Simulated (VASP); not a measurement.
Input of a VASP 6.6.1 run:

File INCAR:

```
PREC = Accurate
ENCUT = 520
EDIFF = 1E-7
ISMEAR = 0
SIGMA = 0.1
LREAL = False
LASPH = True
NELM = 80
ALGO = Normal
ISIF = 2
LWAVE = False
LCHARG = True
LDIPOL = True
IDIPOL = 3
DIPOL = 0.5 0.5 0.317
GGA = PE
LELF = True
LVHAR = True
LVACPOTAV = True
NBANDS = 39
```

Contents of KPOINTS:

```
Automatic mesh
0
Gamma
  6 3 1
```

File POSCAR:

```
C12O
1.0
    4.9326910638      0.0000000000      0.0000000000
   -1.2331727659      8.7858796652      0.0000000000
    0.0000000000      0.0000000000     20.2907138818
C O
12 1
Direct
    0.0197005045      0.0788020181      0.1971345130
    0.5197005045      0.0788020181      0.1971345130
    0.2746256306      0.0985025226      0.2311704222
    0.7746256306      0.0985025226      0.2311704222
    0.2844758829      0.1379035317      0.2992422405
    0.7844758829      0.1379035317      0.2992422405
    0.0392966979      0.1571967124      0.3324023561
    0.5392966979      0.1571967124      0.3324023561
    0.0496769462      0.1987212371      0.4035397332
    0.5496769462      0.1987212371      0.4035397332
    0.3040736101      0.2163107364      0.4332382751
    0.8040736101      0.2163107364      0.4332382751
    0.3040736101      0.9663107364      0.3248200901
```

Potentials or basis: VASP PAW PBE potentials, release 64 (C, O).

Launch:

```sh
$ cat potpaw_PBE.64/C/POTCAR potpaw_PBE.64/O/POTCAR > POTCAR
$ mpirun -np 1 vasp_std > vasp.out
```

**Question.** Predict the largest force.

**Answer.** 5.623 eV/Å.

**Question.** Estimate the band gap on the k mesh.

**Answer.** 0.04 eV (least direct gap 0.08 eV).

Forces on the atoms (eV/Å):
```
C    0.120  0.611  2.307
C   -0.122  0.649  2.129
C   -0.138 -0.593 -5.590
C    0.113 -0.796 -3.712
C   -0.303 -2.661  1.559
C    1.605  0.595  1.729
C   -2.749  1.077  0.419
C    1.069 -0.824  1.296
C    0.133  0.133  0.442
C    0.291  0.428  0.677
C   -0.028 -0.112 -0.570
C   -0.333 -0.117 -0.718
O    0.342  1.610  0.030
```
